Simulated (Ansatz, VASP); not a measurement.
## Two plane-wave programs on Ge

INCAR

```
ALGO = Normal
EDIFF = 1E-7
ENCUT = 520
GGA = PE
ISIF = 2
ISMEAR = 0
LASPH = True
LCHARG = False
LREAL = False
LWAVE = False
NBANDS = 36
NELM = 100
PREC = Accurate
SIGMA = 0.1
```

Contents of KPOINTS:

```
k-points
0
Gamma
  6 6 6
```

Contents of POSCAR:

```
Ge
1.0
   -3.5266607000      3.5266607000      2.0351758000
    3.5266607000     -3.5266607000      2.0351758000
    3.5266607000      3.5266607000     -2.0351758000
Ge
4
Direct
    0.6784780000      0.6784780000      0.3569560000
    0.3215220000      0.3215220000      0.6430440000
    0.3215220000      0.6784780000      0.0000000000
    0.6784780000      0.3215220000      0.0000000000
```

Input for Ansatz:

```yaml
crystal:
  lattice:
    - [-3.5266607, 3.5266607, 2.0351758]
    - [3.5266607, -3.5266607, 2.0351758]
    - [3.5266607, 3.5266607, -2.0351758]
  atoms:
    - { symbol: Ge, position: [0.678478, 0.678478, 0.356956] }
    - { symbol: Ge, position: [0.321522, 0.321522, 0.643044] }
    - { symbol: Ge, position: [0.321522, 0.678478, 0.0] }
    - { symbol: Ge, position: [0.678478, 0.321522, 0.0] }
basis:
  ecutwfc: 420
kpoints:
  mp_grid: { grid: [6, 6, 6] }
hamiltonian:
  xc: pbe
scf:
  occupations: { method: gaussian, width: 0.1 }
  lower_state_search: "off"
output:
  forces: true
  stress: true
  eigenvalues: true
```

Alike in both runs: task single point; functional PBE; k mesh 6 × 6 × 6; occupations gaussian, width 0.1 eV; no spin polarisation.

|  | VASP | Ansatz |
| --- | --- | --- |
| version | VASP 6.6.1 | Ansatz 0.2.0 |
| potentials or method | VASP PAW PBE potentials, release 64 (Ge_d), cutoff 520 eV | scalar-relativistic, plane waves, PAW |
| valence electrons in the cell | 56 | 56 |

```csv
,VASP,Ansatz,Ansatz less VASP
gap on the k mesh at the Fermi level (eV),none,none,-
pressure (GPa),0.0,0.0,+0.04
"traceless stress, the component that is largest in VASP (GPa)",0.14,0.14,+0.002
rms of the force components (eV/Å),0.011,0.011,-0.0002
```

Atom by atom the forces differ by 0.000 eV/Å (rms over components). A gap of «none» marks a metal or a gap that the smearing closes.
